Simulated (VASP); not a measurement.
Input of a VASP 6.6.1 run:

The input INCAR:

```
SYSTEM = MgB2
ALGO = Normal ; EDIFF = 1E-8
ENCUT = 520 ; ISIF = 2
ISMEAR = -1 ; LASPH = .TRUE.
LCHARG = .FALSE. ; LEFG = .TRUE.
LREAL = .FALSE. ; LWAVE = .FALSE.
NBANDS = 11 ; NELM = 100
PREC = Accurate ; SIGMA = 0.05
```

KPOINTS

```
k-points
0
G
  12 12 9
  0 0 0
```

POSCAR

```
MgB2
1.0
    3.1255974756      0.0000000000      0.0000000000
   -1.5627987378      2.7068468159      0.0000000000
    0.0000000000      0.0000000000      3.5693605797
Mg B
1 2
Direct
    0.0000000000      0.0000000000      0.0000000000
    0.3333333333      0.6666666667      0.5000000000
    0.6666666667      0.3333333333      0.5000000000
```

Potentials or basis: VASP PAW LDA potentials, release 64 (Mg, B).

Run with:

```sh
$ cat potpaw_LDA.64/Mg/POTCAR potpaw_LDA.64/B/POTCAR > POTCAR
$ mpirun -np 1 vasp_std > vasp.out
```

**Question.** What does it give for the pressure?

**Answer.** -13.1 GPa.

**Question.** Predict the band gap on the k mesh.

**Answer.** Zero (band 4 reaches 6.69 eV, above the bottom of band 5 at 3.09 eV).

Electric field gradients, principal values (V/Å²):
```
atom   least  middle  greatest (by size)
1 Mg   0.169   0.169              -0.339
 2 B  -9.882  -9.882              19.764
 3 B  -9.882  -9.882              19.764
```

Caveat: without QUAD_EFG the Cq values of the log hold for a quadrupole moment of 1 mb, not for the nuclei.
